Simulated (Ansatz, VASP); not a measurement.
One calculation of PdAu2, two programs

INCAR

```
SYSTEM = PdAu2
PREC = Accurate ; ENCUT = 600
EDIFF = 1E-6 ; ISMEAR = 0
SIGMA = 0.1 ; LREAL = .False.
LASPH = .True. ; NELM = 100
ALGO = Fast ; ISIF = 3
LWAVE = .False. ; LCHARG = .False.
GGA = PE ; IBRION = 2
NSW = 100 ; EDIFFG = -0.01
```

The input KPOINTS:

```
Automatic mesh
0
Gamma
  8 8 8
  0 0 0
```

POSCAR

```
PdAu2
1.0
    0.0000000000      3.8139994121      3.8139994121
    3.8139994121      0.0000000000      3.8139994121
    3.8139994121      3.8139994121      0.0000000000
Pd Au
2 4
Direct
    0.5000000000      0.5000000000      0.5000000000
    0.7500000000      0.7500000000      0.7500000000
    0.1250000000      0.1250000000      0.1250000000
    0.6250000000      0.1250000000      0.1250000000
    0.1250000000      0.1250000000      0.6250000000
    0.1250000000      0.6250000000      0.1250000000
```

Input for Ansatz:

```yaml
crystal:
  lattice:
    - [0.0, 3.8139994121, 3.8139994121]
    - [3.8139994121, 0.0, 3.8139994121]
    - [3.8139994121, 3.8139994121, 0.0]
  atoms:
    - { symbol: Pd, position: [0.5, 0.5, 0.5] }
    - { symbol: Pd, position: [0.75, 0.75, 0.75] }
    - { symbol: Au, position: [0.125, 0.125, 0.125] }
    - { symbol: Au, position: [0.625, 0.125, 0.125] }
    - { symbol: Au, position: [0.125, 0.125, 0.625] }
    - { symbol: Au, position: [0.125, 0.625, 0.125] }
basis:
  ecutwfc: 420
kpoints:
  mp_grid: { grid: [8, 8, 8] }
hamiltonian:
  xc: pbe
scf:
  occupations: { method: gaussian, width: 0.1 }
output:
  forces: true
  stress: true
  eigenvalues: true
relax:
  adjacent_minimum: "off"
  f_tol: 0.01
  max_steps: 80
  cell: { stress_tol: 0.05 }
```

Alike in both runs: task relaxation of cell and atoms; functional PBE; k mesh 8 × 8 × 8; occupations gaussian, width 0.1 eV; no spin polarisation.

|  | VASP | Ansatz |
| --- | --- | --- |
| version | VASP 6.6.1 | Ansatz 0.2.0 |
| potentials or method | VASP PAW PBE potentials, release 64 (Pd, Au), cutoff 600 eV | scalar-relativistic, plane waves, PAW |
| valence electrons in the cell | 64 | 112 |

|  | VASP | Ansatz | Ansatz less VASP |
| --- | --- | --- | --- |
| gap on the k mesh at the Fermi level, each at its own relaxed structure (eV) | none | none | - |
| relaxed volume (Å³/atom) | 18.49 | 18.52 | +0.026 |
| relaxed cell length with the largest relative difference (Å) | 5.394 | 5.396 | +0.0025 |

A gap of «none» marks a metal or a gap that the smearing closes. VASP's potentials hold 64 valence electrons a cell and Ansatz's 112, so a difference there can come from the potentials and not from the codes.

Neither program's run includes spin-orbit coupling. Noted on VASP's run: the relaxation stopped at its first step, so nothing moved.
